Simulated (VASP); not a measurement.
# HfRu3 (Pm-3m) in VASP: a series of runs

HfRu3 is run at these levels: r2SCAN, PBEsol; tasks: single point.

All numbers are computed with VASP 6.6.1; they aren't measurements. Logs are shortened: lines on timing, memory, paths and dates and some standing lists are left out, and cuts for length are marked.

## (1) The cell of the first run

The structure is cubic, space group Pm-3m (No. 221). The conventional cell has a = 3.956 Å, b = 3.956 Å, c = 3.956 Å, α = 90.00°, β = 90.00°, γ = 90.00°. Within 3.7 Å of Hf (site symmetry m-3m) lie 12 Ru at 2.80 Å. Ru (site symmetry 4/mmm) has 4 Hf at 2.80 Å and 8 Ru at 2.80 Å within 3.7 Å.

## (2) Single point, r2SCAN

The input, POSCAR:

```
HfRu3
1.0
    3.9557730000      0.0000000000      0.0000000000
    0.0000000000      3.9557730000      0.0000000000
    0.0000000000      0.0000000000      3.9557730000
Hf Ru
1 3
Direct
    0.0000000000      0.0000000000      0.0000000000
    0.0000000000      0.5000000000      0.5000000000
    0.5000000000      0.0000000000      0.5000000000
    0.5000000000      0.5000000000      0.0000000000
```

The input, INCAR.step1:

```
SYSTEM = HfRu3
PREC = Accurate
ENCUT = 520
ISMEAR = 0
SIGMA = 0.025
LREAL = .FALSE.
LASPH = .TRUE.
NELM = 80
NBANDS = 34
GGA = PE
ALGO = Normal
EDIFF = 1E-4
LWAVE = .TRUE.
LCHARG = .FALSE.
```

The input, INCAR.step2:

```
SYSTEM = HfRu3
PREC = Accurate
ENCUT = 520
EDIFF = 1E-6
ISMEAR = 0
SIGMA = 0.025
LREAL = .FALSE.
LASPH = .TRUE.
NELM = 80
ALGO = Normal
ISIF = 2
LWAVE = .FALSE.
LCHARG = .FALSE.
METAGGA = R2SCAN
LMIXTAU = .TRUE.
NBANDS = 34
ISTART = 1
```

The input, KPOINTS:

```
Automatic mesh
0
G
  6 6 6
  0 0 0
```

Potentials or basis: VASP PAW PBE potentials, release 64 (Hf_pv, Ru_pv).

Launch:

```sh
> cat potpaw_PBE.64/Hf_pv/POTCAR potpaw_PBE.64/Ru_pv/POTCAR > POTCAR
> cp INCAR.step1 INCAR
> mpirun -np 1 vasp_std > vasp.out
> cp INCAR.step2 INCAR
> mpirun -np 1 vasp_std > vasp.out
```

OUTCAR:

```text
SYSTEM = HfRu3
   PREC = Accurate
   ENCUT = 520
   EDIFF = 1E-6
   ISMEAR = 0
   LREAL = .FALSE.
   LASPH = .TRUE.
   NELM = 80
   ISIF = 2
   METAGGA = R2SCAN
   ISTART = 1

 ion  position               nearest neighbor table
   1  0.000  0.000  0.000-   2 2.80   3 2.80   4 2.80   2 2.80   3 2.80   2 2.80   4 2.80   2 2.80
                             3 2.80   4 2.80   3 2.80   4 2.80
   2  0.000  0.500  0.500-   1 2.80   3 2.80   4 2.80   1 2.80   4 2.80   1 2.80   3 2.80   1 2.80
                             3 2.80   4 2.80   4 2.80   3 2.80
   3  0.500  0.000  0.500-   1 2.80   2 2.80   4 2.80   1 2.80   4 2.80   2 2.80   4 2.80   4 2.80
                             1 2.80   2 2.80   1 2.80   2 2.80
   4  0.500  0.500  0.000-   1 2.80   2 2.80   3 2.80   2 2.80   3 2.80   1 2.80   3 2.80   3 2.80
                             1 2.80   2 2.80   2 2.80   1 2.80

  LATTYP: Found a simple cubic cell.
 ALAT       =     3.9557730000

  Lattice vectors:

 A1 = (   3.9557730000,   0.0000000000,   0.0000000000)
 A2 = (   0.0000000000,   3.9557730000,   0.0000000000)
 A3 = (   0.0000000000,   0.0000000000,   3.9557730000)

Analysis of symmetry for initial positions (statically):
=====================================================================
 Subroutine PRICEL returns:
 Original cell was already a primitive cell.

 Routine SETGRP: Setting up the symmetry group for a
 simple cubic supercell.

 Subroutine GETGRP returns: Found 48 space group operations
 (whereof 48 operations were pure point group operations)
 out of a pool of 48 trial point group operations.

The static configuration has the point symmetry O_h .

Analysis of symmetry for dynamics (positions and initial velocities):
=====================================================================
 Subroutine PRICEL returns:
 Original cell was already a primitive cell.

 Routine SETGRP: Setting up the symmetry group for a
 simple cubic supercell.

 Subroutine GETGRP returns: Found 48 space group operations
 (whereof 48 operations were pure point group operations)
 out of a pool of 48 trial point group operations.

The dynamic configuration has the point symmetry O_h .

 Subroutine INISYM returns: Found 48 space group operations
 (whereof 48 operations are pure point group operations),
 and found     1 'primitive' translations

----------------------------------------------------------------------------------------

                                     Primitive cell

  volume of cell :      61.9005

  direct lattice vectors                    reciprocal lattice vectors
     3.955773000  0.000000000  0.000000000     0.252795092  0.000000000  0.000000000
     0.000000000  3.955773000  0.000000000     0.000000000  0.252795092  0.000000000
     0.000000000  0.000000000  3.955773000     0.000000000  0.000000000  0.252795092

  length of vectors
     3.955773000  3.955773000  3.955773000     0.252795092  0.252795092  0.252795092

  position of ions in fractional coordinates (direct lattice)
     0.000000000  0.000000000  0.000000000
     0.000000000  0.500000000  0.500000000
     0.500000000  0.000000000  0.500000000
     0.500000000  0.500000000  0.000000000

  ion indices of the primitive-cell ions
   primitive index   ion index
                 1           1
                 2           2
                 3           3
                 4           4

----------------------------------------------------------------------------------------

 KPOINTS: Automatic mesh

Automatic generation of k-mesh.
 Grid dimensions read from file:
 generate k-points for:    6    6    6

 Generating k-lattice:

  Cartesian coordinates                     Fractional coordinates (reciprocal lattice)
     0.042132515  0.000000000  0.000000000     0.166666667  0.000000000  0.000000000
     0.000000000  0.042132515  0.000000000     0.000000000  0.166666667  0.000000000
     0.000000000  0.000000000  0.042132515     0.000000000  0.000000000  0.166666667

  Length of vectors
     0.042132515  0.042132515  0.042132515

  Shift w.r.t. Gamma in fractional coordinates (k-lattice)
     0.000000000  0.000000000  0.000000000

 Subroutine IBZKPT returns following result:
 ===========================================

 Found     20 irreducible k-points:

 Following reciprocal coordinates:
            Coordinates               Weight
  0.000000  0.000000  0.000000      1.000000
  0.166667  0.000000  0.000000      6.000000
  0.333333  0.000000  0.000000      6.000000
  0.500000  0.000000  0.000000      3.000000
  0.166667  0.166667  0.000000     12.000000
  0.333333  0.166667  0.000000     24.000000
[... 12 lines left out ...]
  0.500000  0.500000  0.333333      6.000000
  0.500000  0.500000  0.500000      1.000000
   k-points           NKPTS =     20   k-points in BZ     NKDIM =     20   number of bands    NBANDS=     34
   number of dos      NEDOS =    301   number of ions     NIONS =      4
   total plane-waves  NPLWV =  27000
   dimension x,y,z NGX =    30 NGY =   30 NGZ =   30
   dimension x,y,z NGXF=    60 NGYF=   60 NGZF=   60
   ions per type =               1   3
   NGX,Y,Z   is equivalent  to a cutoff of  12.61, 12.61, 12.61 a.u.
   NGXF,Y,Z  is equivalent  to a cutoff of  25.22, 25.22, 25.22 a.u.
 SYSTEM =  HfRu3
   PREC   = accura    normal or accurate (medium, high low for compatibility)
   ISTART =      1    job   : 0-new  1-cont  2-samecut
   ICHARG =      0    charge: 1-file 2-atom 10-const
   ISPIN  =      1    spin polarized calculation?
   LNONCOLLINEAR =      F non collinear calculations
   LSORBIT =      F    spin-orbit coupling
   LASPH  =      T    aspherical Exc in radial PAW
   ENCUT  =  520.0 eV  38.22 Ry    6.18 a.u.   7.36  7.36  7.36*2*pi/ulx,y,z
   NELM   =     80;   NELMIN=  2; NELMDL=  0     # of ELM steps
   EDIFF  = 0.1E-05   stopping-criterion for ELM
   LREAL  =      F    real-space projection
   EDIFFG = 0.1E-04   stopping-criterion for IOM
   NSW    =      0    number of steps for IOM
   IBRION =     -1    ionic relax: 0-MD 1-quasi-New 2-CG
   NFREE  =      0    steps in history (QN), initial steepest desc. (CG)
   ISIF   =      2    stress and relaxation
   ISYM   =      2    0-nonsym 1-usesym 2-fastsym
   POTIM  = 0.5000    time-step for ionic-motion
   TEBEG  =    0.0;   TEEND  =   0.0 temperature during run
   PSTRESS=    0.0 pullay stress
   NELECT =      52.0000    total number of electrons
   NUPDOWN=      -1.0000    fix difference up-down
   EMIN   =  10.00;   EMAX   =-10.00  energy-range for DOS
   EFERMI =   0.00;   METHOD = LEGACY
   ISMEAR =     0;   SIGMA  =   0.03  broadening in eV -4-tet -1-fermi 0-gaus
   EFERMI_NEDOS =   21; number of points for ismear=-14 and -15
   IALGO  =     38    algorithm
   IMIX   =      4    mixing-type and parameters
     AMIX     =   0.40;   BMIX     =  1.00
     AMIX_MAG =   1.60;   BMIX_MAG =  1.00
  volume/ion in A,a.u.               =      15.48       104.43
  Fermi-wavevector in a.u.,A,eV,Ry     =   1.544702  2.919063 32.464901  2.386103
  Thomas-Fermi vector in A             =   2.650185
   LORBIT       =      0    0 simple, 1 ext, 2 COOP (PROOUT), +10 PAW based schemes
   METAGGA = R2SCAN    functional components
   LHFCALC =     F    Hartree Fock is set to
   AEXX    =    0.0000 exact exchange contribution
   IVDW    =     0    specifies the selected vdW correction
   LEPSILON=     F    determine dielectric tensor
   LRPA    =     F    only Hartree local field effects (RPA)
 non-spin polarized calculation
 Gauss-broadening in eV      SIGMA  =   0.03
  energy-cutoff  :      520.00
  volume of cell :       61.90
 maximum number of plane-waves:      1743
 NGX is ok and might be reduce to    30
   NGX = 15   NGY = 15   NGZ = 15

 number of electron      51.9999966 magnetization

 Free energy of the ion-electron system (eV)
  ---------------------------------------------------
  ext. energy  EPLUGINS =         0.00000000
  ---------------------------------------------------
  free energy    TOTEN  =      -122.30248526 eV

  energy without entropy =     -122.29938200  energy(sigma->0) =     -122.30093363

 E-fermi :   9.6233     XC(G=0): -14.3845

 val. band max:        9.6076042584   @ k =   0.3333   0.3333   0.0000
 cond. band min:       9.6248690015   @ k =   0.1667   0.1667   0.0000
 fundamental gap:      0.0172647431
 Fermi energy:         9.6233192263

 k-point     1 :       0.0000    0.0000    0.0000
  band No.  band energies     occupation
      1     -34.3113      2.00000
      2     -34.3113      2.00000
      3     -34.3113      2.00000
      4     -33.9402      2.00000
      5     -33.9402      2.00000
      6     -33.9402      2.00000
[... 26 lines left out ...]
     33      14.6639      0.00000
     34      16.2802      0.00000

 k-point     2 :       0.1667    0.0000    0.0000
  band No.  band energies     occupation
      1     -34.2918      2.00000
      2     -34.2918      2.00000
      3     -34.2787      2.00000
      4     -33.9471      2.00000
      5     -33.9471      2.00000
      6     -33.9426      2.00000
[... 26 lines left out ...]
     33      14.6198      0.00000
     34      16.2110      0.00000

 k-point     3 :       0.3333    0.0000    0.0000
  band No.  band energies     occupation
      1     -34.2454      2.00000
      2     -34.2454      2.00000
      3     -34.1888      2.00000
      4     -33.9702      2.00000
      5     -33.9702      2.00000
      6     -33.9474      2.00000
[... 26 lines left out ...]
     33      13.7839      0.00000
     34      16.0955      0.00000
[... 556 lines left out ...]
 k-point    19 :       0.5000    0.5000    0.3333
  band No.  band energies     occupation
      1     -34.4748      2.00000
      2     -34.2271      2.00000
      3     -34.1984      2.00000
      4     -34.1984      2.00000
      5     -33.8981      2.00000
      6     -33.8595      2.00000
[... 26 lines left out ...]
     33      13.8502      0.00000
     34      14.9596      0.00000

 k-point    20 :       0.5000    0.5000    0.5000
  band No.  band energies     occupation
      1     -34.5126      2.00000
      2     -34.2306      2.00000
      3     -34.2306      2.00000
      4     -34.2306      2.00000
      5     -33.8594      2.00000
      6     -33.8594      2.00000
[... 26 lines left out ...]
     33      14.0613      0.00000
     34      14.0613      0.00000

------------------------ aborting loop because EDIFF is reached ----------------------------------------

  FORCE on cell =-STRESS in cart. coord.  units (eV):
  Direction    XX          YY          ZZ          XY          YZ          ZX
  --------------------------------------------------------------------------------------
  -------------------------------------------------------------------------------------
  Total       -2.4207742     -2.4207742     -2.4207742     -0.0000000     -0.0000000     -0.0000000
  in kB      -62.6571700    -62.6571700    -62.6571700     -0.0000000     -0.0000000     -0.0000000
  external PRESSURE =     -62.6571700 kB  Pullay stress =       0.0000000 kB

 VOLUME and BASIS-vectors are now :
 -----------------------------------------------------------------------------
  energy-cutoff  :      520.00
  volume of cell :       61.90
      direct lattice vectors                 reciprocal lattice vectors
     3.955773000  0.000000000  0.000000000     0.252795092  0.000000000  0.000000000
     0.000000000  3.955773000  0.000000000     0.000000000  0.252795092  0.000000000
     0.000000000  0.000000000  3.955773000     0.000000000  0.000000000  0.252795092

 POSITION                                       TOTAL-FORCE (eV/Angst)
 -----------------------------------------------------------------------------------
      0.00000      0.00000      0.00000         0.000000      0.000000      0.000000
      0.00000      1.97789      1.97789         0.000000      0.000000      0.000000
      1.97789      0.00000      1.97789         0.000000      0.000000      0.000000
      1.97789      1.97789      0.00000         0.000000      0.000000      0.000000
 -----------------------------------------------------------------------------------
    total drift:                                0.000000      0.000000     -0.000000

  FREE ENERGIE OF THE ION-ELECTRON SYSTEM (eV)
  ---------------------------------------------------
  free  energy   TOTEN  =      -122.3024852624 eV

  energy  without entropy=     -122.2993819980  energy(sigma->0) =     -122.30093363
```

It took 2.3 min on 1 thread of Intel Xeon Platinum 8259CL at 2.50GHz (Skylake/Cascade Lake), shared host; peak memory 0.19 GiB.

Results:

```yaml
Free_energy: -122.3025 eV
Pressure: -6.3 GPa
Band_gap_on_the_k_mesh: zero (band 26 reaches 11.83 eV, above the bottom of band 27 at 8.75 eV)
```

Levels at points of the mesh, in eV from the Fermi level:
| k point | band 23 | band 24 | band 25 | band 26 | band 27 | band 28 | band 29 | band 30 |
| --- | --- | --- | --- | --- | --- | --- | --- | --- |
| (0.00, 0.00, 0.00) | 0.53 | 0.53 | 1.77 | 2.21 | 2.21 | 2.21 | 3.88 | 3.88 |
| (0.50, 0.00, 0.00) | -1.07 | -0.71 | -0.42 | -0.42 | -0.28 | 0.84 | 2.21 | 2.43 |
| (0.50, 0.50, 0.00) | -2.24 | -1.13 | -0.88 | -0.87 | -0.87 | -0.16 | 0.03 | 3.21 |
| (0.50, 0.50, 0.50) | -1.06 | -1.06 | 0.92 | 1.47 | 1.47 | 1.47 | 1.78 | 1.78 |

Caveat: the PAW data sets were made with another functional, which shifts forces and pressure a little; spin-orbit coupling is left out, which moves the levels of the heavy elements.

## (3) Single point, r2SCAN

POSCAR is that of step 2.

The input, INCAR.step1:

```
SYSTEM = HfRu3
  PREC = Accurate
  ENCUT = 520
  ISMEAR = 0
  SIGMA = 0.01
  LREAL = .False.
  LASPH = .True.
  NELM = 100
  NBANDS = 34
  GGA = PE
  ALGO = Normal
  EDIFF = 1E-4
  LWAVE = .True.
  LCHARG = .False.
```

The input, INCAR.step2:

```
SYSTEM = HfRu3
  PREC = Accurate
  ENCUT = 520
  EDIFF = 1E-6
  ISMEAR = 0
  SIGMA = 0.01
  LREAL = .False.
  LASPH = .True.
  NELM = 100
  ALGO = Normal
  ISIF = 2
  LWAVE = .False.
  LCHARG = .False.
  METAGGA = R2SCAN
  LMIXTAU = .True.
  NBANDS = 34
  ISTART = 1
```

The input, KPOINTS:

```
Automatic mesh
0
Gamma
  6 6 6
  0 0 0
```

Potentials or basis: VASP PAW PBE potentials, release 64 (Hf_pv, Ru_pv).

Launch:

```sh
> cat potpaw_PBE.64/Hf_pv/POTCAR potpaw_PBE.64/Ru_pv/POTCAR > POTCAR
> cp INCAR.step1 INCAR
> mpirun -np 1 vasp_std > vasp.out
> cp INCAR.step2 INCAR
> mpirun -np 1 vasp_std > vasp.out
```

Wall time 2.5 min (1 thread of Intel Xeon Platinum 8259CL at 2.50GHz (Skylake/Cascade Lake), shared host); peak memory 0.19 GiB.

It converged, with:

* Free energy: -122.3010 eV
* Pressure: -6.2 GPa
* Band gap on the k mesh: zero (band 26 reaches 11.83 eV, above the bottom of band 27 at 8.75 eV)

Levels at points of the mesh, in eV from the Fermi level:
| k point | band 24 | band 25 | band 26 | band 27 | band 28 | band 29 |
| --- | --- | --- | --- | --- | --- | --- |
| (0.00, 0.00, 0.00) | 0.52 | 1.77 | 2.20 | 2.20 | 2.20 | 3.87 |
| (0.50, 0.00, 0.00) | -0.72 | -0.42 | -0.42 | -0.29 | 0.84 | 2.21 |
| (0.50, 0.50, 0.00) | -1.13 | -0.88 | -0.88 | -0.88 | -0.17 | 0.03 |
| (0.50, 0.50, 0.50) | -1.07 | 0.91 | 1.46 | 1.46 | 1.46 | 1.78 |

Caveat: the PAW data sets were made with another functional, which shifts forces and pressure a little; spin-orbit coupling is left out, which moves the levels of the heavy elements.

## (4) Single point, r2SCAN

POSCAR is that of step 3.

The input, INCAR.step1:

```
ALGO = Normal ; EDIFF = 1E-4
ENCUT = 520 ; GGA = PE
ISMEAR = 0 ; LASPH = T
LCHARG = F ; LREAL = F
LWAVE = T ; NBANDS = 34
NELM = 60 ; PREC = Accurate
SIGMA = 0.005
```

The input, INCAR.step2:

```
ALGO = Normal ; EDIFF = 1E-6
ENCUT = 520 ; ISIF = 2
ISMEAR = 0 ; ISTART = 1
LASPH = T ; LCHARG = F
LMIXTAU = T ; LREAL = F
LWAVE = F ; METAGGA = R2SCAN
NBANDS = 34 ; NELM = 60
PREC = Accurate ; SIGMA = 0.005
```

The input, KPOINTS:

```
k-points
0
Gamma
  6 6 6
```

Launch:

```sh
> cat potpaw_PBE.64/Hf_pv/POTCAR potpaw_PBE.64/Ru_pv/POTCAR > POTCAR
> cp INCAR.step1 INCAR
> mpirun -np 1 vasp_std > vasp.out
> cp INCAR.step2 INCAR
> mpirun -np 1 vasp_std > vasp.out
```

Wall time 3.2 min (1 thread of Intel Xeon Platinum 8259CL at 2.50GHz (Skylake/Cascade Lake), shared host); peak memory 0.19 GiB.

It converged, with:

* Free energy: -122.3008 eV
* Pressure: -6.2 GPa
* Band gap on the k mesh: zero (band 26 reaches 11.83 eV, above the bottom of band 27 at 8.75 eV)

Levels at points of the mesh, in eV from the Fermi level:
| k point | band 23 | band 24 | band 25 | band 26 | band 27 | band 28 | band 29 | band 30 |
| --- | --- | --- | --- | --- | --- | --- | --- | --- |
| (0.00, 0.00, 0.00) | 0.52 | 0.52 | 1.76 | 2.20 | 2.20 | 2.20 | 3.87 | 3.87 |
| (0.50, 0.00, 0.00) | -1.08 | -0.72 | -0.42 | -0.42 | -0.29 | 0.84 | 2.21 | 2.42 |
| (0.50, 0.50, 0.00) | -2.25 | -1.13 | -0.88 | -0.88 | -0.88 | -0.17 | 0.03 | 3.20 |
| (0.50, 0.50, 0.50) | -1.07 | -1.07 | 0.92 | 1.46 | 1.46 | 1.46 | 1.78 | 1.78 |

Caveat: the PAW data sets were made with another functional, which shifts forces and pressure a little; spin-orbit coupling is left out, which moves the levels of the heavy elements.

(Part 1 of 3 ends here.)
